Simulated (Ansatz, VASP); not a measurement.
One calculation of Pt, two programs

Contents of POSCAR:

```
Pt
1.0
    2.7606660000      0.0000000000      0.0000000000
   -1.3803330000      2.3908070000      0.0000000000
    0.0000000000      0.0000000000      4.7921340000
Pt
2
Direct
    0.6666666667      0.3333333333      0.7500000000
    0.3333333333      0.6666666667      0.2500000000
```

Contents of INCAR.step1:

```
ALGO = Normal
EDIFF = 1E-4
ENCUT = 520
GGA = PE
ISMEAR = 1
LASPH = True
LCHARG = False
LREAL = False
LWAVE = True
NBANDS = 17
NELM = 80
PREC = Accurate
SIGMA = 0.1
```

INCAR.step2

```
ALGO = Normal
EDIFF = 1E-6
ENCUT = 520
ISIF = 2
ISMEAR = 1
ISTART = 1
LASPH = True
LCHARG = False
LMIXTAU = True
LREAL = False
LWAVE = False
METAGGA = R2SCAN
NBANDS = 17
NELM = 80
PREC = Accurate
SIGMA = 0.1
```

Contents of KPOINTS:

```
k-points
0
Gamma
  14 14 7
```

Input for Ansatz:

```yaml
crystal:
  lattice:
    - [2.760666, 0.0, 0.0]
    - [-1.380333, 2.390807, 0.0]
    - [0.0, 0.0, 4.792134]
  atoms:
    - { symbol: Pt, position: [0.6666666666666666, 0.3333333333333333, 0.75] }
    - { symbol: Pt, position: [0.3333333333333333, 0.6666666666666666, 0.25] }
basis:
  ecutwfc: 503.410645550778
kpoints:
  mp_grid:
    grid: [14, 14, 7]
    shift: [0.0, 0.0, 0.0]
hamiltonian:
  xc: r2scan
scf:
  occupations:
    method: cold
    width: 0.1
output:
  stress: true
```

Alike in both runs: task single point; functional r2SCAN; k mesh 14 × 14 × 7; no spin polarisation.

|  | VASP | Ansatz |
| --- | --- | --- |
| version | VASP 6.6.1 | Ansatz 0.2.0 |
| potentials or method | VASP PAW PBE potentials, release 64 (Pt), cutoff 520 eV | plane waves, PAW |
| occupations | methfessel-paxton of order 1, width 0.1 eV | cold, width 0.1 eV |
| valence electrons in the cell | 20 | 36 |

```csv
,VASP,Ansatz,Ansatz less VASP
pressure (GPa),-6.1,-6.7,-0.53
"traceless stress, the component that is largest in VASP (GPa)",0.97,1.13,+0.164
```

VASP's potentials were made for PBE, not for r2SCAN. VASP's potentials hold 20 valence electrons a cell and Ansatz's 36, so a difference there can come from the potentials and not from the codes.

Spin-orbit coupling is off throughout.
